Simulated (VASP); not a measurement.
The system is LiSi2.

```xyz
3
Lattice="3.0114 -1.6969 0.0000 3.0114 1.6969 0.0000 -0.1248 0.0000 4.1987" Properties=species:S:1:pos:R:3 pbc="T T T"
Li    0.0000    0.0000    0.0000
Si    1.8280    0.0000    2.8720
Si    4.0700    0.0000    1.3267
```

```yaml
Program: VASP 6.6.1
Task: relaxation of cell and atoms
Functional: PBE
Potentials_or_basis: VASP PAW PBE potentials, release 64 (Li_sv, Si)
Cutoff: 600 eV
k_mesh: 6 × 6 × 4
Occupations: gaussian, width 0.1 eV
Spin: no spin polarisation
```

At the start: pressure 9.3 GPa; volume 14.30 Å³/atom.

Where does the relaxation end?

Over 14 steps the energy falls by 392.4 meV/atom and the volume is 18.57 Å³/atom (+29.8 %); space group C2/m (No. 12, to 0.05 Å).

The path:
```csv
step,energy change (eV),largest force (eV/Å),pressure (GPa),volume (Å³)
1,0.0000,1.8075,9.25,42.91
2,-0.5151,1.6139,1.34,48.21
3,-0.7473,1.5818,-3.84,53.93
4,-0.7887,1.5192,-5.61,56.80
5,-1.1184,0.3540,-1.96,54.97
6,-1.1224,0.3781,-1.52,54.77
7,-1.1542,0.3045,1.58,52.99
8,-1.1568,0.1551,0.85,53.36
9,-1.1696,0.0306,0.96,53.90
10,-1.1712,0.0941,1.04,54.16
11,-1.1749,0.1326,-0.40,55.69
12,-1.1752,0.1136,-0.09,55.35
13,-1.1766,0.0593,-0.05,55.52
14,-1.1772,0.0318,0.00,55.71
```

Final structure:
```cif
data_structure
_symmetry_space_group_name_H-M 'P 1'
_symmetry_Int_Tables_number 1
_cell_length_a 3.8148
_cell_length_b 3.8148
_cell_length_c 4.4374
_cell_angle_alpha 88.440
_cell_angle_beta 88.440
_cell_angle_gamma 59.679
_cell_volume 55.71
loop_
_atom_site_label
_atom_site_type_symbol
_atom_site_fract_x
_atom_site_fract_y
_atom_site_fract_z
_atom_site_occupancy
Li1 Li 0.00000 0.00000 0.00000 1
Si1 Si 0.33191 0.33191 0.58893 1
Si2 Si 0.66809 0.66809 0.41107 1
```

Caveat: the k points lie up to 0.35 Å⁻¹ apart in the final cell; the cutoff is under 1.25 times the usual one of these potentials, so pressure, stress and relaxed cells hold a basis-set (Pulay) error; the volume moved by over 15 % at a fixed basis, so the end points are rough.
